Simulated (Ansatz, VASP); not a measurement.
## KCl in VASP and in Ansatz

POSCAR

```
KCl
1.0
    0.0000000000      3.0822383035      3.0822383035
    3.0822383035      0.0000000000      3.0822383035
    3.0822383035      3.0822383035      0.0000000000
K Cl
1 1
Direct
    0.0000000000      0.0000000000      0.0000000000
    0.5000000000      0.5000000000      0.5000000000
```

INCAR.step1

```
SYSTEM = KCl
ALGO     = Normal         ! electronic algorithm
EDIFF    = 1E-5           ! SCF threshold, eV
ENCUT    = 520            ! plane-wave cutoff, eV
GGA      = PE             ! functional
ISIF     = 2              ! what is computed and relaxed
ISMEAR   = -1             ! smearing method
LASPH    = .True.         ! aspherical terms in the spheres
LREAL    = .False.        ! projectors in reciprocal space
LWAVE    = .True.         ! write WAVECAR
NBANDS   = 15             ! bands
NELM     = 60             ! most SCF steps
PREC     = Accurate       ! precision mode
SIGMA    = 0.05           ! smearing width, eV
```

INCAR.step2

```
SYSTEM = KCl
ALGO     = Normal         ! electronic algorithm
EDIFF    = 1E-6           ! SCF threshold, eV
ENCUT    = 520            ! plane-wave cutoff, eV
GGA      = PE             ! functional
HFSCREEN = 0.2079         ! screening, 1/A
ISIF     = 2              ! what is computed and relaxed
ISMEAR   = -1             ! smearing method
ISTART   = 1            
LASPH    = .True.         ! aspherical terms in the spheres
LCHARG   = .True.         ! write CHGCAR
LELF     = .True.         ! ELF
LHFCALC  = .True.         ! exact exchange
LREAL    = .False.        ! projectors in reciprocal space
LVHAR    = .True.       
LWAVE    = .False.        ! write WAVECAR
NBANDS   = 15             ! bands
NELM     = 60             ! most SCF steps
PREC     = Accurate       ! precision mode
PRECFOCK = Normal       
SIGMA    = 0.05           ! smearing width, eV
```

File KPOINTS:

```
k-points
0
Gamma
  4 4 4
  0 0 0
```

input

```
crystal:
  lattice:
    - [0.0, 3.0822383035, 3.0822383035]
    - [3.0822383035, 0.0, 3.0822383035]
    - [3.0822383035, 3.0822383035, 0.0]
  atoms:
    - { symbol: K, position: [0.0, 0.0, 0.0] }
    - { symbol: Cl, position: [0.5, 0.5, 0.5] }
hamiltonian:
  xc: hse06
  pseudopotentials: { kind: paw }
kpoints:
  mp_grid: { grid: [4, 4, 4] }
scf:
  occupations: { method: fermi_dirac, width: 0.05 }
output:
  forces: true
  stress: true
  eigenvalues: true
```

Alike in both runs: task single point; functional HSE06; k mesh 4 × 4 × 4; occupations fermi-dirac, width 0.05 eV; no spin polarisation.

```csv
,VASP,Ansatz
version,VASP 6.6.1,Ansatz 0.2.0
potentials or method,"VASP PAW PBE potentials, release 64 (K_sv, Cl)",Ansatz PAW
plane-wave cutoff (eV),520,420
valence electrons in the cell,16,16
```

Ansatz gave:

- gap on the k mesh at the Fermi level (eV): 6.74
- least direct gap on the mesh (eV): 6.74
- pressure (GPa): 1.8

**Question.** What did VASP give for the same quantities?

**Answer.** gap on the k mesh at the Fermi level (eV): 6.73; least direct gap on the mesh (eV): 6.73; pressure (GPa): 1.9.

The k mesh is coarse, so the values compare programs but aren't converged.
